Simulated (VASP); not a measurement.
# Pt (Fm-3m) in VASP: a series of runs

The runs below take Pt through single point, relaxation of cell and atoms, with PBEsol.

Program: VASP 6.6.1. These are calculated values, not measurements. Logs are shortened: lines on timing, memory, paths and dates and some standing lists are left out, and cuts for length are marked.

## 1. The cell of the first run

Symmetry: Fm-3m, No. 225, cubic system. The conventional cell has a = 3.917 Å, b = 3.917 Å, c = 3.917 Å, α = 90.00°, β = 90.00°, γ = 90.00°. Pt (site symmetry m-3m) has 12 Pt at 2.77 Å within 3.7 Å.

## 2. Single point, PBEsol

Input file INCAR:

```
SYSTEM = Pt
ALGO = Normal
EDIFF = 1E-6
ENCUT = 500
GGA = PS
GGA_COMPAT = .False.
ISIF = 2
ISMEAR = -1
LASPH = .True.
LCHARG = .True.
LELF = .True.
LREAL = .False.
LVHAR = .True.
LWAVE = .False.
NBANDS = 11
NELM = 120
PREC = Accurate
SIGMA = 0.05
```

Input file KPOINTS:

```
k-points
0
Gamma
  11 11 11
  0 0 0
```

Input file POSCAR:

```
Pt
1.0
    0.0000000000      1.9585114614      1.9585114614
    1.9585114614      0.0000000000      1.9585114614
    1.9585114614      1.9585114614      0.0000000000
Pt
1
Direct
    0.0000000000      0.0000000000      0.0000000000
```

Potentials or basis: VASP PAW PBE potentials, release 64 (Pt).

On the command line:

```
cat potpaw_PBE.64/Pt/POTCAR > POTCAR
mpirun -np 1 vasp_std > vasp.out
```

OUTCAR:

```text
SYSTEM = Pt
   EDIFF = 1E-6
   ENCUT = 500
   GGA = PS
   ISIF = 2
   ISMEAR = -1
   LASPH = .True.
   LREAL = .False.
   NELM = 120
   PREC = Accurate

 ion  position               nearest neighbor table
   1  0.000  0.000  0.000-

  LATTYP: Found a face centered cubic cell.
 ALAT       =     3.9170229228

  Lattice vectors:

 A1 = (   0.0000000000,   1.9585114614,   1.9585114614)
 A2 = (   1.9585114614,   0.0000000000,   1.9585114614)
 A3 = (   1.9585114614,   1.9585114614,   0.0000000000)

Analysis of symmetry for initial positions (statically):
=====================================================================
 Subroutine PRICEL returns:
 Original cell was already a primitive cell.

 Routine SETGRP: Setting up the symmetry group for a
 face centered cubic supercell.

 Subroutine GETGRP returns: Found 48 space group operations
 (whereof 48 operations were pure point group operations)
 out of a pool of 48 trial point group operations.

The static configuration has the point symmetry O_h .

Analysis of symmetry for dynamics (positions and initial velocities):
=====================================================================
 Subroutine PRICEL returns:
 Original cell was already a primitive cell.

 Routine SETGRP: Setting up the symmetry group for a
 face centered cubic supercell.

 Subroutine GETGRP returns: Found 48 space group operations
 (whereof 48 operations were pure point group operations)
 out of a pool of 48 trial point group operations.

The dynamic configuration has the point symmetry O_h .

 Subroutine INISYM returns: Found 48 space group operations
 (whereof 48 operations are pure point group operations),
 and found     1 'primitive' translations

----------------------------------------------------------------------------------------

                                     Primitive cell

  volume of cell :      15.0248

  direct lattice vectors                    reciprocal lattice vectors
     0.000000000  1.958511461  1.958511461    -0.255295927  0.255295927  0.255295927
     1.958511461  0.000000000  1.958511461     0.255295927 -0.255295927  0.255295927
     1.958511461  1.958511461  0.000000000     0.255295927  0.255295927 -0.255295927

  length of vectors
     2.769753471  2.769753471  2.769753471     0.442185517  0.442185517  0.442185517

  position of ions in fractional coordinates (direct lattice)
     0.000000000  0.000000000  0.000000000

  ion indices of the primitive-cell ions
   primitive index   ion index
[... 73 lines left out ...]
   EDIFF  = 0.1E-05   stopping-criterion for ELM
   LREAL  =      F    real-space projection
   EDIFFG = 0.1E-04   stopping-criterion for IOM
   NSW    =      0    number of steps for IOM
   IBRION =     -1    ionic relax: 0-MD 1-quasi-New 2-CG
   NFREE  =      0    steps in history (QN), initial steepest desc. (CG)
   ISIF   =      2    stress and relaxation
   ISYM   =      2    0-nonsym 1-usesym 2-fastsym
   POTIM  = 0.5000    time-step for ionic-motion
   TEBEG  =    0.0;   TEEND  =   0.0 temperature during run
   PSTRESS=    0.0 pullay stress
   NELECT =      10.0000    total number of electrons
   NUPDOWN=      -1.0000    fix difference up-down
   EMIN   =  10.00;   EMAX   =-10.00  energy-range for DOS
   EFERMI =   0.00;   METHOD = LEGACY
   ISMEAR =    -1;   SIGMA  =   0.05  broadening in eV -4-tet -1-fermi 0-gaus
   EFERMI_NEDOS =   21; number of points for ismear=-14 and -15
   IALGO  =     38    algorithm
   IMIX   =      4    mixing-type and parameters
     AMIX     =   0.40;   BMIX     =  1.00
     AMIX_MAG =   1.60;   BMIX_MAG =  1.00
  volume/ion in A,a.u.               =      15.02       101.39
  Fermi-wavevector in a.u.,A,eV,Ry     =   1.429350  2.701081 27.797283  2.043043
  Thomas-Fermi vector in A             =   2.549314
   LORBIT       =      0    0 simple, 1 ext, 2 COOP (PROOUT), +10 PAW based schemes
   GGA     = PS    functional components
   LHFCALC =     F    Hartree Fock is set to
   AEXX    =    0.0000 exact exchange contribution
   IVDW    =     0    specifies the selected vdW correction
   LEPSILON=     F    determine dielectric tensor
   LRPA    =     F    only Hartree local field effects (RPA)
 non-spin polarized calculation
  energy-cutoff  :      500.00
  volume of cell :       15.02
 maximum number of plane-waves:       390
   NGX = 11   NGY = 11   NGZ = 11

 number of electron      10.0000001 magnetization

 Free energy of the ion-electron system (eV)
  ---------------------------------------------------
  ext. energy  EPLUGINS =         0.00000000
  ---------------------------------------------------
  free energy    TOTEN  =        -6.97959766 eV

  energy without entropy =       -6.96256072  energy(sigma->0) =       -6.97107919

 E-fermi :  11.1215     XC(G=0): -13.6518

 val. band max:       11.1153135076   @ k =  -0.4545   0.1818   0.0000
 cond. band min:      11.1240928040   @ k =   0.4545   0.0000   0.0000
 fundamental gap:      0.0087792964
 Fermi energy:        11.1215076603

 k-point     1 :       0.0000    0.0000    0.0000
  band No.  band energies     occupation
      1       0.8304      2.00000
      2       7.3313      2.00000
      3       7.3313      2.00000
      4       7.3313      2.00000
      5       9.5242      2.00000
      6       9.5242      2.00000
      7      25.7822      0.00000
      8      30.7631      0.00000
      9      30.7631      0.00000
     10      30.7631      0.00000
     11      36.0779      0.00000
[... 309 lines left out ...]
 k-point    24 :      -0.1818    0.1818    0.0000
  band No.  band energies     occupation
      1       3.7828      2.00000
      2       6.4063      2.00000
      3       7.5303      2.00000
      4       8.5193      2.00000
      5       8.5929      2.00000
      6      11.0768      1.41908
      7      24.6194      0.00000
      8      27.2181      0.00000
      9      30.1683      0.00000
     10      31.3078      0.00000
     11      35.8355      0.00000

 [... further k-points ...]
[... 5 lines left out ...]
  --------------------------------------------------------------------------------------
  -------------------------------------------------------------------------------------
  Total       -0.0393920     -0.0393920     -0.0393920      0.0000000     -0.0000000     -0.0000000
  in kB       -4.2005919     -4.2005919     -4.2005919      0.0000000     -0.0000000     -0.0000000
  external PRESSURE =      -4.2005919 kB  Pullay stress =       0.0000000 kB

 VOLUME and BASIS-vectors are now :
 -----------------------------------------------------------------------------
  energy-cutoff  :      500.00
  volume of cell :       15.02
      direct lattice vectors                 reciprocal lattice vectors
     0.000000000  1.958511461  1.958511461    -0.255295927  0.255295927  0.255295927
     1.958511461  0.000000000  1.958511461     0.255295927 -0.255295927  0.255295927
     1.958511461  1.958511461  0.000000000     0.255295927  0.255295927 -0.255295927

 POSITION                                       TOTAL-FORCE (eV/Angst)
 -----------------------------------------------------------------------------------
      0.00000      0.00000      0.00000         0.000000      0.000000     -0.000000
 -----------------------------------------------------------------------------------
    total drift:                                0.000000     -0.000000     -0.000000

  FREE ENERGIE OF THE ION-ELECTRON SYSTEM (eV)
  ---------------------------------------------------
  free  energy   TOTEN  =        -6.9795976563 eV

  energy  without entropy=       -6.9625607162  energy(sigma->0) =       -6.97107919
```

OSZICAR:

```text
N       E                     dE             d eps       ncg     rms          rms(c)
DAV:   1     0.366894120643E+02    0.36689E+02   -0.51709E+03  1264   0.813E+02
DAV:   2    -0.687278424148E+01   -0.43562E+02   -0.41327E+02  1405   0.169E+02
DAV:   3    -0.743413016284E+01   -0.56135E+00   -0.55277E+00  1436   0.184E+01
DAV:   4    -0.743631487506E+01   -0.21847E-02   -0.21844E-02  1415   0.136E+00
DAV:   5    -0.743633157060E+01   -0.16696E-04   -0.16696E-04  1450   0.110E-01    0.134E+01
DAV:   6    -0.703137504343E+01    0.40496E+00   -0.91079E-01  1343   0.759E+00    0.684E+00
DAV:   7    -0.698396382940E+01    0.47411E-01   -0.17013E-01  1427   0.318E+00    0.251E+00
DAV:   8    -0.697989765103E+01    0.40662E-02   -0.65106E-03  1331   0.738E-01    0.688E-01
DAV:   9    -0.697959364738E+01    0.30400E-03   -0.18131E-04  1367   0.125E-01    0.373E-02
DAV:  10    -0.697959749063E+01   -0.38432E-05   -0.36574E-06  1529   0.136E-02    0.596E-03
DAV:  11    -0.697959765630E+01   -0.16568E-06   -0.48071E-08   760   0.200E-03
   1 F= -.69795977E+01 E0= -.69710792E+01  d E =-.170369E-01
```

stdout:

```text
POSCAR found type information on POSCAR Pt
 POSCAR found :  1 types and       1 ions
 scaLAPACK will be used
 -----------------------------------------------------------------------------
|                                                                             |
|                                                                             |
|     You enforced a specific xc type in the INCAR file but a different       |
|     I HOPE YOU KNOW WHAT YOU ARE DOING!                                     |
|                                                                             |
 -----------------------------------------------------------------------------

 LDA part: xc-table for (Slater+PW92), standard interpolation
 POSCAR, INCAR and KPOINTS ok, starting setup
 FFT: planning ... GRIDC
 FFT: planning ... GRID_SOFT
 FFT: planning ... GRID
 WAVECAR not read
 entering main loop
```

Wall time 6.7 s (1 thread of Intel Xeon Platinum 8259CL at 2.50GHz (Skylake/Cascade Lake), shared host); peak memory 0.13 GiB.

What came out:

```
Free energy            : -6.9796 eV
Pressure               : -0.4 GPa
Band gap on the k mesh : zero (band 5 reaches 11.56 eV, above the bottom of band 6 at 9.43 eV)
```

Caveat: the PAW data sets were made with another functional, which shifts forces and pressure a little; spin-orbit coupling is left out, which moves the levels of the heavy elements.

## 3. Relaxation of cell and atoms, PBEsol

This run uses another cell than the first one, of 15.08 Å³/atom, 1.004 times its volume.

Input file INCAR:

```
ALGO     = Normal         # electronic algorithm
EDIFF    = 1E-7           # SCF threshold, eV
EDIFFG   = -0.02          # ionic threshold
ENCUT    = 500            # plane-wave cutoff, eV
GGA      = PS             # functional
GGA_COMPAT= False        
IBRION   = 2              # ionic algorithm
ISIF     = 3              # what is computed and relaxed
ISMEAR   = -1             # smearing method
LASPH    = True           # aspherical terms in the spheres
LCHARG   = False          # write CHGCAR
LREAL    = False          # projectors in reciprocal space
LWAVE    = False          # write WAVECAR
NELM     = 120            # most SCF steps
NELMIN   = 4            
NSW      = 80             # ionic steps
PREC     = Accurate       # precision mode
SIGMA    = 0.05           # smearing width, eV
```

Input file KPOINTS:

```
k-points
0
Gamma
  11 11 11
```

Input file POSCAR:

```
Pt
1.0
    0.0000000000      1.9609000000      1.9609000000
    1.9609000000      0.0000000000      1.9609000000
    1.9609000000      1.9609000000      0.0000000000
Pt
1
Direct
    0.0000000000      0.0000000000      0.0000000000
```

Potentials or basis: VASP PAW PBE potentials, release 64 (Pt).

On the command line:

```
cat potpaw_PBE.64/Pt/POTCAR > POTCAR
mpirun -np 1 vasp_std > vasp.out
```

OUTCAR:

```text
EDIFF = 1E-7
   EDIFFG = -0.02
   ENCUT = 500
   GGA = PS
   IBRION = 2
   ISIF = 3
   ISMEAR = -1
   LASPH = True
   LREAL = False
   NELM = 120
   NELMIN = 4
   NSW = 80
   PREC = Accurate

 ion  position               nearest neighbor table
   1  0.000  0.000  0.000-

  LATTYP: Found a face centered cubic cell.
 ALAT       =     3.9218000000

  Lattice vectors:

 A1 = (   0.0000000000,   1.9609000000,   1.9609000000)
 A2 = (   1.9609000000,   0.0000000000,   1.9609000000)
 A3 = (   1.9609000000,   1.9609000000,   0.0000000000)

Analysis of symmetry for initial positions (statically):
=====================================================================
 Subroutine PRICEL returns:
 Original cell was already a primitive cell.
[... 245 lines left out ...]

  energy without entropy =       -6.96267988  energy(sigma->0) =       -6.97117822

 E-fermi :  11.1501     XC(G=0): -13.6605

 val. band max:       11.1439358464   @ k =  -0.4545   0.1818   0.0000
 cond. band min:      11.1528196214   @ k =   0.4545   0.0000   0.0000
 fundamental gap:      0.0088837750
 Fermi energy:        11.1500909632

 k-point     1 :       0.0000    0.0000    0.0000
  band No.  band energies     occupation
      1       0.8421      2.00000
      2       7.3507      2.00000
      3       7.3507      2.00000
      4       7.3507      2.00000
      5       9.5489      2.00000
      6       9.5489      2.00000
      7      25.8065      0.00000
      8      30.7957      0.00000
      9      30.7957      0.00000
[... 265 lines left out ...]
 k-point    24 :      -0.1818    0.1818    0.0000
  band No.  band energies     occupation
      1       3.7982      2.00000
      2       6.4235      2.00000
      3       7.5499      2.00000
      4       8.5414      2.00000
      5       8.6150      2.00000
      6      11.1052      1.42082
      7      24.6573      0.00000
      8      27.2618      0.00000
      9      30.2042      0.00000

 [... further k-points ...]
[... 5 lines left out ...]
  --------------------------------------------------------------------------------------
  -------------------------------------------------------------------------------------
  Total       -0.0001213     -0.0001213     -0.0001213      0.0000000      0.0000000      0.0000000
  in kB       -0.0129568     -0.0129568     -0.0129568      0.0000000      0.0000000      0.0000000
  external PRESSURE =      -0.0129568 kB  Pullay stress =       0.0000000 kB
[... 16 lines left out ...]
  FREE ENERGIE OF THE ION-ELECTRON SYSTEM (eV)
  ---------------------------------------------------
  free  energy   TOTEN  =        -6.9796765653 eV

  energy  without entropy=       -6.9626798802  energy(sigma->0) =       -6.97117822

 reached required accuracy - stopping structural energy minimisation
```

OSZICAR:

```text
N       E                     dE             d eps       ncg     rms          rms(c)
DAV:   1     0.351128322358E+02    0.35113E+02   -0.53946E+03  1048   0.100E+03
DAV:   2    -0.695453047101E+01   -0.42067E+02   -0.39662E+02  1051   0.181E+02
[... 21 lines left out ...]
DAV:   1    -0.699819139754E+01   -0.21584E-01   -0.44291E-01  1019   0.717E+00    0.944E-01
DAV:   2    -0.698075515638E+01    0.17436E-01   -0.51181E-02  1010   0.202E+00    0.407E-01
DAV:   3    -0.697963284785E+01    0.11223E-02   -0.55149E-03  1049   0.625E-01    0.210E-01
DAV:   4    -0.697967396914E+01   -0.41121E-04   -0.17345E-04  1146   0.102E-01    0.162E-02
DAV:   5    -0.697967626928E+01   -0.23001E-05   -0.28099E-06  1217   0.125E-02    0.350E-03
DAV:   6    -0.697967657306E+01   -0.30377E-06   -0.14157E-07  1063   0.264E-03    0.269E-04
DAV:   7    -0.697967656531E+01    0.77443E-08   -0.14804E-09   505   0.365E-04
   3 F= -.69796766E+01 E0= -.69711782E+01  d E =-.359183E-03
```

CONTCAR:

```text
Pt
   1.00000000000000
    -0.0000000000000000    1.9575514014081603    1.9575514014081603
     1.9575514014081603   -0.0000000000000000    1.9575514014081603
     1.9575514014081603    1.9575514014081603    0.0000000000000000
  Pt
     1
Direct
     0.0000000000000000    0.0000000000000000    0.0000000000000000

  0.00000000E+00  0.00000000E+00  0.00000000E+00
```

Wall time 13 s (1 thread of Intel Xeon Platinum 8259CL at 2.50GHz (Skylake/Cascade Lake), shared host); peak memory 0.13 GiB.

Results:

```yaml
Free_energy: -6.9797 eV
Relaxed_volume: 15.00 Å³/atom
Relaxed_cell: a = 2.768 Å, b = 2.768 Å, c = 2.768 Å, α = 60.00°, β = 60.00°, γ = 60.00°
Space_group_after_relaxing_to_0.05_Å: Fm-3m (No. 225)
Energy_gained_by_relaxing: 0.4 meV/atom
Ionic_steps: 3
Pressure_after_relaxing: 0.0 GPa
Band_gap_on_the_k_mesh: zero (band 5 reaches 11.59 eV, above the bottom of band 6 at 9.46 eV)
```

The path:
| step | energy change (eV) | largest force (eV/Å) | pressure (GPa) | volume (Å³) |
| --- | --- | --- | --- | --- |
| 1 | 0.0000 | 0.0000 | -1.47 | 15.08 |
| 2 | 0.0027 | 0.0000 | 4.52 | 14.78 |
| 3 | -0.0004 | 0.0000 | 0.00 | 15.00 |

Final structure:
```
Pt
1.0
     0.00000    1.95755    1.95755
     1.95755    0.00000    1.95755
     1.95755    1.95755    0.00000
Pt
1
Direct
  0.00000 0.00000 0.00000
```

Levels at points of the mesh, in eV from the Fermi level:
```csv
k point,band 1,band 2,band 3,band 4,band 5,band 6,band 7,band 8,band 9
"(0.00, 0.00, 0.00)",-10.31,-3.80,-3.80,-3.80,-1.60,-1.60,14.66,19.65,19.65
```

Caveat: the PAW data sets were made with another functional, which shifts forces and pressure a little; spin-orbit coupling is left out, which moves the levels of the heavy elements.
